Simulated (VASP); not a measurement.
Wanted: the native input for a VASP 6.6.1 run.

| Quantity | Value |
| --- | --- |
| Task | single point |
| Functional | PBE |
| Potentials or basis | VASP PAW PBE potentials, release 64 (Al) |
| Cutoff | 520 eV |
| k mesh | 12 × 12 × 1 |
| Occupations | gaussian, width 0.1 eV |
| Spin | no spin polarisation |
| Dipole correction | yes |
| Further INCAR settings | ALGO = Normal; EDIFF = 1e-06; NBANDS = 16 |

The structure of Al lies in POSCAR:

```
Al
1.0
    2.8571513840      0.0000000000      0.0000000000
   -1.4285756920      2.4743656810      0.0000000000
    0.0000000000      0.0000000000     31.3314173450
Al
5
Direct
    0.6666666667      0.3333333333      0.3510852981
    0.3333333333      0.6666666667      0.4255426491
    0.0000000000      0.0000000000      0.5000000000
    0.6666666667      0.3333333333      0.5744573509
    0.3333333333      0.6666666667      0.6489147019
```

The input as run:

INCAR

```
SYSTEM = Al
PREC = Accurate
ENCUT = 520
EDIFF = 1E-6
ISMEAR = 0
SIGMA = 0.1
LREAL = .FALSE.
LASPH = .TRUE.
NELM = 100
ALGO = Normal
ISIF = 2
LWAVE = .FALSE.
LCHARG = .TRUE.
LDIPOL = .TRUE.
IDIPOL = 3
DIPOL = 0.5 0.5 0.500
GGA = PE
LELF = .TRUE.
LVHAR = .TRUE.
LVACPOTAV = .TRUE.
NBANDS = 16
```

KPOINTS

```
Automatic mesh
0
G
  12 12 1
  0 0 0
```

Potentials or basis: VASP PAW PBE potentials, release 64 (Al).

Launch:

```bash
$ cat potpaw_PBE.64/Al/POTCAR > POTCAR
$ mpirun -np 1 vasp_std > vasp.out
```

It gave:

```json
{
 "Largest force": "0.105 eV/Å"
}
```

Wall time 58 s on 1 thread of Intel(R) Xeon(R) 6975P-C (Granite Rapids), with other jobs on the host, peak memory 0.37 GiB.
